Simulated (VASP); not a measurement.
Here is a VASP 6.6.1 calculation.

INCAR

```
SYSTEM = F
PREC     = Accurate       ! precision mode
ENCUT    = 520            ! plane-wave cutoff, eV
EDIFF    = 1E-8           ! SCF threshold, eV
ISMEAR   = -1             ! smearing method
SIGMA    = 0.08           ! smearing width, eV
LREAL    = .False.        ! projectors in reciprocal space
LASPH    = .True.         ! aspherical terms in the spheres
NELM     = 60             ! most SCF steps
ALGO     = Normal         ! electronic algorithm
ISIF     = 2              ! what is computed and relaxed
LWAVE    = .False.        ! write WAVECAR
LCHARG   = .False.        ! write CHGCAR
GGA      = PE             ! functional
LEFG     = .True.       
NBANDS   = 14             ! bands
```

File KPOINTS:

```
regular mesh
0
Gamma
  19 19 10
  0 0 0
```

POSCAR

```
F
1.0
    2.8840062197      0.0000000000      0.0000000000
   -1.4420031098      2.4976226509      0.0000000000
    0.0000000000      0.0000000000      2.9010645515
F
2
Direct
    0.3333333333      0.6666666667      0.2500000000
    0.6666666667      0.3333333333      0.7500000000
```

Potentials or basis: VASP PAW PBE potentials, release 64 (F).

Run with:

```bash
$ cat potpaw_PBE.64/F/POTCAR > POTCAR
$ mpirun -np 1 vasp_std > vasp.out
```

Question: Predict the band gap on the k mesh.

Answer: Zero (bands 7 and 8 overlap by 1.55 eV).

Question: Estimate the pressure.

Answer: 0.5 GPa.

Electric field gradients, principal values (V/Å²):
```tsv
atom	least	middle	greatest (by size)
1 F	-46.724	-46.726	93.450
2 F	-46.724	-46.726	93.450
```

Caveat: the atoms stand far beyond bonding distance, and open shells without spin polarisation read as a metal; without QUAD_EFG the Cq values of the log hold for a quadrupole moment of 1 mb, not for the nuclei.
